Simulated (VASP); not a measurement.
Input of a VASP 6.6.1 run:

File INCAR:

```
PREC     = Accurate       # precision mode
ENCUT    = 520            # plane-wave cutoff, eV
EDIFF    = 1E-6           # SCF threshold, eV
ISMEAR   = 0              # smearing method
SIGMA    = 0.05           # smearing width, eV
LREAL    = F              # projectors in reciprocal space
LASPH    = T              # aspherical terms in the spheres
NELM     = 60             # most SCF steps
ALGO     = Normal         # electronic algorithm
ISIF     = 2              # what is computed and relaxed
LWAVE    = F              # write WAVECAR
LCHARG   = F              # write CHGCAR
NBANDS   = 36             # bands
```

Contents of KPOINTS:

```
Automatic mesh
0
Gamma
  7 7 3
```

The input POSCAR:

```
Ti3PO2
1.0
    3.1724101510      0.0000000000      0.0000000000
   -1.5862050755      2.7473877820      0.0000000000
    0.0000000000      0.0000000000      8.0228210000
Ti P O
3 1 2
Direct
    0.0063260000      0.0119380000     -0.0023080000
    0.6663750000      0.3350840000      0.2905500000
    0.3096740000      0.6614990000      0.7031260000
   -0.0050960000      0.0085090000      0.4948450000
    0.6406770000      0.3203160000      0.8503140000
    0.3282720000      0.6763660000      0.1376010000
```

Potentials or basis: VASP PAW LDA potentials, release 64 (Ti_sv, P, O).

Command:

```sh
$ cat potpaw_LDA.64/Ti_sv/POTCAR potpaw_LDA.64/P/POTCAR potpaw_LDA.64/O/POTCAR > POTCAR
$ mpirun -np 1 vasp_std > vasp.out
```

Question: Estimate the pressure.

Answer: -12.3 GPa.

Question: What does it give for the largest force?

Answer: 0.542 eV/Å.

Forces on the atoms (eV/Å):
```
Ti  -0.285 -0.161 -0.124
Ti  -0.147  0.102 -0.511
Ti   0.093  0.006  0.340
P   -0.033 -0.207  0.108
O    0.220  0.347  0.134
O    0.152 -0.087  0.053
```

Caveat: the cell stands under tension; an odd number of electrons without spin polarisation forces a metal; a magnetic or distorted state may lie lower.
